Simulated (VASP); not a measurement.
A run of VASP 6.6.1 is set up as follows.

File INCAR:

```
PREC = Accurate
ENCUT = 520
EDIFF = 1E-6
ISMEAR = 0
SIGMA = 0.15
LREAL = False
LASPH = True
NELM = 100
ALGO = Fast
ISIF = 2
LWAVE = False
LCHARG = False
GGA = PE
IVDW = 12
NBANDS = 8
```

KPOINTS

```
regular mesh
0
Gamma
  22 22 22
```

File POSCAR:

```
Al
1.0
    0.0000000000      2.0059596820      1.8569168776
    2.0059596820      0.0000000000      1.8569168776
    2.0059596820      2.0059596820      0.0000000000
Al
1
Direct
    0.0000000000      0.0000000000      0.0000000000
```

Potentials or basis: VASP PAW PBE potentials, release 64 (Al).

Run with:

```bash
$ cat potpaw_PBE.64/Al/POTCAR > POTCAR
$ mpirun -np 1 vasp_std > vasp.out
```

Task: What does it give for the pressure?

Result: 5.9 GPa.

Task: Estimate the dispersion energy per atom.

Result: -0.373 eV.

Stress tensor (GPa, compression positive):
```
3.85 0.00 0.00
0.00 3.85 0.00
0.00 0.00 9.95
```

Caveat: pairwise dispersion overbinds metals, which lowers pressure and volume.
